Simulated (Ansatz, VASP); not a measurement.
## One calculation of LiH, two programs

Contents of POSCAR:

```
LiH
1.0
    0.0000000000      2.1451220099      2.2161255484
    2.1451220099      0.0000000000      2.2161255484
    2.1451220099      2.1451220099      0.0000000000
Li H
1 1
Direct
    0.0000000000      0.0000000000      0.0000000000
    0.2500000000      0.2500000000      0.2500000000
```

INCAR.step1

```
PREC     = Accurate       # precision mode
ENCUT    = 520            # plane-wave cutoff, eV
EDIFF    = 1E-5           # SCF threshold, eV
ISMEAR   = 0              # smearing method
SIGMA    = 0.01           # smearing width, eV
LREAL    = False          # projectors in reciprocal space
LASPH    = True           # aspherical terms in the spheres
NELM     = 80             # most SCF steps
ALGO     = Normal         # electronic algorithm
ISIF     = 2              # what is computed and relaxed
LWAVE    = True           # write WAVECAR
LCHARG   = False          # write CHGCAR
GGA      = PE             # functional
NBANDS   = 9              # bands
```

File INCAR.step2:

```
PREC     = Accurate       # precision mode
ENCUT    = 520            # plane-wave cutoff, eV
EDIFF    = 1E-7           # SCF threshold, eV
ISMEAR   = 0              # smearing method
SIGMA    = 0.01           # smearing width, eV
LREAL    = False          # projectors in reciprocal space
LASPH    = True           # aspherical terms in the spheres
NELM     = 80             # most SCF steps
ALGO     = Normal         # electronic algorithm
ISIF     = 2              # what is computed and relaxed
LWAVE    = False          # write WAVECAR
LCHARG   = False          # write CHGCAR
GGA      = PE             # functional
LHFCALC  = True           # exact exchange
HFSCREEN = 0.2079         # screening, 1/A
PRECFOCK = Normal       
ISTART   = 1            
NBANDS   = 9              # bands
```

The input KPOINTS:

```
Automatic mesh
0
Gamma
  8 8 8
```

Input for Ansatz:

```yaml
crystal:
  lattice:
    - [0.0, 2.1451220099, 2.2161255484]
    - [2.1451220099, 0.0, 2.2161255484]
    - [2.1451220099, 2.1451220099, 0.0]
  atoms:
    - { symbol: Li, position: [0.0, 0.0, 0.0] }
    - { symbol: H, position: [0.25, 0.25, 0.25] }
kpoints:
  mp_grid: { grid: [8, 8, 8] }
  band_path:
    path:
      - [0.0, 0.0, 0.0]
      - [-0.5, -0.5, 0.0]
      - [-0.375, -0.375, 0.25]
      - [-0.375, 0.0, 0.375]
      - [0.0, 0.0, 0.5]
      - [-0.5, -0.25, 0.25]
      - [-0.15, -0.075, 0.425]
      - [0.25, -0.25, -0.5]
    npoints: 1
hamiltonian:
  xc: hse06
scf:
  occupations: { method: fixed }
  n_extra_bands: 4
output:
  forces: true
  stress: true
  eigenvalues: true
```

Change from the starting cell: uniaxial_z strain +3.3%.

Alike in both runs: task single point; functional HSE06; k mesh 8 × 8 × 8; no spin polarisation.

|  | VASP | Ansatz |
| --- | --- | --- |
| version | VASP 6.6.1 | Ansatz 0.2.0 |
| potentials or method | VASP PAW PBE potentials, release 64 (Li_sv, H) | plane waves, PAW |
| plane-wave cutoff (eV) | 520 | 420 |
| occupations | gaussian, width 0.01 eV | fixed |
| valence electrons in the cell | 4 | 4 |

|  | VASP | Ansatz | Ansatz less VASP |
| --- | --- | --- | --- |
| gap on the k mesh at the Fermi level (eV) | 5.13 | 5.13 | 0.000 |

Ansatz's warnings: stress exchange threshold loose, stress scf threshold loose.

Noted on VASP's run: the cutoff is short for stress, so the pressure is rough.
